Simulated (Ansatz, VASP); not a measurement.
One calculation of Nb, two programs

INCAR

```
SYSTEM = Nb
PREC = Accurate
ENCUT = 520
EDIFF = 1E-6
ISMEAR = 0
SIGMA = 0.1
LREAL = .FALSE.
LASPH = .TRUE.
NELM = 100
ALGO = Normal
ISIF = 2
LWAVE = .FALSE.
LCHARG = .FALSE.
GGA = PE
NBANDS = 20
```

KPOINTS

```
regular mesh
0
G
  6 6 4
  0 0 0
```

Contents of POSCAR:

```
Nb
1.0
    3.0488450737      0.0000000000      0.0000000000
   -1.5244225368      2.6403772860      0.0000000000
    0.0000000000      0.0000000000      4.9484370199
Nb
2
Direct
    0.3333333333      0.6666666667      0.2500000000
    0.6666666667      0.3333333333      0.7500000000
```

Input for Ansatz:

```yaml
crystal:
  lattice:
    - [3.0488450737, 0.0, 0.0]
    - [-1.5244225368, 2.640377286, 0.0]
    - [0.0, 0.0, 4.9484370199]
  atoms:
    - { symbol: Nb, position: [0.3333333333, 0.6666666667, 0.25] }
    - { symbol: Nb, position: [0.6666666667, 0.3333333333, 0.75] }
basis:
  ecutwfc: 420
kpoints:
  mp_grid: { grid: [6, 6, 4] }
hamiltonian:
  xc: pbe
scf:
  occupations: { method: gaussian, width: 0.1 }
  lower_state_search: "off"
output:
  forces: true
  stress: true
  eigenvalues: true
```

Alike in both runs: task single point; functional PBE; k mesh 6 × 6 × 4; occupations gaussian, width 0.1 eV; no spin polarisation.

```csv
,VASP,Ansatz
version,VASP 6.6.1,Ansatz 0.2.0
potentials or method,"VASP PAW PBE potentials, release 64 (Nb_sv), cutoff 520 eV","scalar-relativistic, plane waves, PAW"
valence electrons in the cell,26,26
```

|  | VASP | Ansatz | Ansatz less VASP |
| --- | --- | --- | --- |
| gap on the k mesh at the Fermi level (eV) | none | none | - |
| pressure (GPa) | -9.8 | -9.5 | +0.26 |
| traceless stress, the component that is largest in VASP (GPa) | 4.38 | 4.36 | -0.019 |

A gap of «none» marks a metal or a gap that the smearing closes. The functional is the same, so the differences come from potentials, cutoffs and numerics.

The k mesh is coarse, so the values compare programs but aren't converged.
